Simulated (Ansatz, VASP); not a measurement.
**In3Se: VASP beside Ansatz**

```xyz
4
Lattice="4.8038 0.0000 0.0000 0.0000 4.8038 0.0000 0.0000 0.0000 4.8038" Properties=species:S:1:pos:R:3 pbc="T T T"
In    0.0000    2.4019    2.4019
In    2.4019    0.0000    2.4019
In    2.4019    2.4019    0.0000
Se    0.0000    0.0000    0.0000
```

Alike in both runs: task single point; functional PBE; k mesh 10 × 10 × 10; occupations fermi-dirac, width 0.5 eV; no spin polarisation.

|  | VASP | Ansatz |
| --- | --- | --- |
| version | VASP 6.6.1 | Ansatz 0.2.0 |
| potentials or method | VASP PAW PBE potentials, release 64 (In_d, Se), cutoff 520 eV | scalar-relativistic, plane waves, PAW |
| valence electrons in the cell | 45 | 55 |

```csv
,VASP,Ansatz,Ansatz less VASP
gap on the k mesh at the Fermi level (eV),none,none,-
pressure (GPa),0.0,0.0,+0.02
```

A gap of «none» marks a metal or a gap that the smearing closes. With one functional, cell and mesh, what is left measures potentials, basis and numerics. VASP's potentials hold 45 valence electrons a cell and Ansatz's 55, so a difference there can come from the potentials and not from the codes.
